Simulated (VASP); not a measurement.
Input of a VASP 6.6.1 run:

POSCAR

```
Au
1.0
   -1.6056468573      1.9456594895      1.4276107963
    1.9456594895     -1.6056468573      1.4276107963
    3.3575401786      3.3575401786     -0.8048770376
Au
2
Direct
    0.0413258597      0.9586741403      0.0000000000
    0.7086741403      0.2913258597      0.5000000000
```

INCAR.step1

```
SYSTEM = Au
PREC = Accurate ; ENCUT = 520
ISMEAR = -1 ; SIGMA = 0.1
LREAL = .False. ; LASPH = .True.
NELM = 60 ; NBANDS = 18
GGA = PE ; ALGO = Normal
EDIFF = 1E-4 ; LWAVE = .True.
LCHARG = .False.
```

File INCAR.step2:

```
SYSTEM = Au
PREC = Accurate ; ENCUT = 520
EDIFF = 1E-7 ; ISMEAR = -1
SIGMA = 0.1 ; LREAL = .False.
LASPH = .True. ; NELM = 60
ALGO = Normal ; ISIF = 2
LWAVE = .False. ; LCHARG = .False.
METAGGA = R2SCAN ; LMIXTAU = .True.
NBANDS = 18 ; ISTART = 1
```

Contents of KPOINTS:

```
regular mesh
0
Gamma
  14 14 8
  0 0 0
```

Potentials or basis: VASP PAW PBE potentials, release 64 (Au).

Command:

```bash
$ cat potpaw_PBE.64/Au/POTCAR > POTCAR
$ cp INCAR.step1 INCAR
$ mpirun -np 1 vasp_std > vasp.out
$ cp INCAR.step2 INCAR
$ mpirun -np 1 vasp_std > vasp.out
```

Problem. What does it give for the pressure?

Solution. 0.9 GPa.

Problem. Predict the band gap on the k mesh.

Solution. Zero (bands 11 and 12 overlap by 6.80 eV).

Stress tensor (GPa, compression positive):
```
 1.03  0.26 -0.04
 0.26  1.03 -0.04
-0.04 -0.04  0.76
```

Caveat: the PAW data sets were made with another functional, which shifts forces and pressure a little; spin-orbit coupling is left out, which moves the levels of the heavy elements.
